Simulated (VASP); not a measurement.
Input of a VASP 6.6.1 run:

INCAR

```
PREC = Accurate
ENCUT = 600
EDIFF = 1E-7
ISMEAR = -1
SIGMA = 0.15
LREAL = F
LASPH = T
NELM = 100
ALGO = Normal
ISIF = 4
LWAVE = F
LCHARG = F
GGA = PS
IBRION = 2
NSW = 80
EDIFFG = -0.001
```

File KPOINTS:

```
Automatic mesh
0
Gamma
  18 18 14
```

POSCAR

```
WC
1.0
    2.9185947282      0.0000000000      0.0000000000
   -1.4592973641      2.5275771780      0.0000000000
    0.0000000000      0.0000000000      2.8452342877
W C
1 1
Direct
    0.0000000000      0.0000000000      0.0000000000
    0.6666666667      0.3333333333      0.5000000000
```

Potentials or basis: VASP PAW PBE potentials, release 64 (W_sv, C).

Run with:

```sh
$ cat potpaw_PBE.64/W_sv/POTCAR potpaw_PBE.64/C/POTCAR > POTCAR
$ mpirun -np 1 vasp_std > vasp.out
```

**Question.** Estimate the band gap on the k mesh.

**Answer.** Zero (bands 9 and 10 overlap by 1.20 eV).

Final structure:
```
W C
1.0
     2.91986    0.00000    0.00000
    -1.45993    2.52867    0.00000
     0.00000    0.00000    2.84278
W C
1 1
Direct
  0.00000 0.00000 0.00000
  0.66667 0.33333 0.50000
```

Caveat: spin-orbit coupling is left out, which moves the levels of the heavy elements.
